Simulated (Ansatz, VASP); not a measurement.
I in VASP and in Ansatz

```
I
1.0
     4.52794   -2.33185    0.00000
     4.52794    2.33185    0.00000
     0.00000    0.00000   10.00595
I
4
Direct
  0.84274 0.15726 0.12201
  0.65726 0.34274 0.62201
  0.15726 0.84274 0.87799
  0.34274 0.65726 0.37799
```

Alike in both runs: task single point; functional PBE; k mesh 7 × 7 × 3; occupations fermi-dirac, width 0.05 eV; no spin polarisation.

```csv
,VASP,Ansatz
version,VASP 6.6.1,Ansatz 0.2.0
potentials or method,"VASP PAW PBE potentials, release 64 (I), cutoff 520 eV","plane waves (420 eV) with PAW, scalar-relativistic"
valence electrons in the cell,28,68
```

|  | VASP | Ansatz | Ansatz less VASP |
| --- | --- | --- | --- |
| pressure (GPa) | -0.7 | -0.7 | +0.03 |
| traceless stress, the component that is largest in VASP (GPa) | -0.73 | -0.70 | +0.029 |

The functional is the same, so the differences come from potentials, cutoffs and numerics. VASP's potentials hold 28 valence electrons a cell and Ansatz's 68, so a difference there can come from the potentials and not from the codes.

Spin-orbit coupling is off throughout.
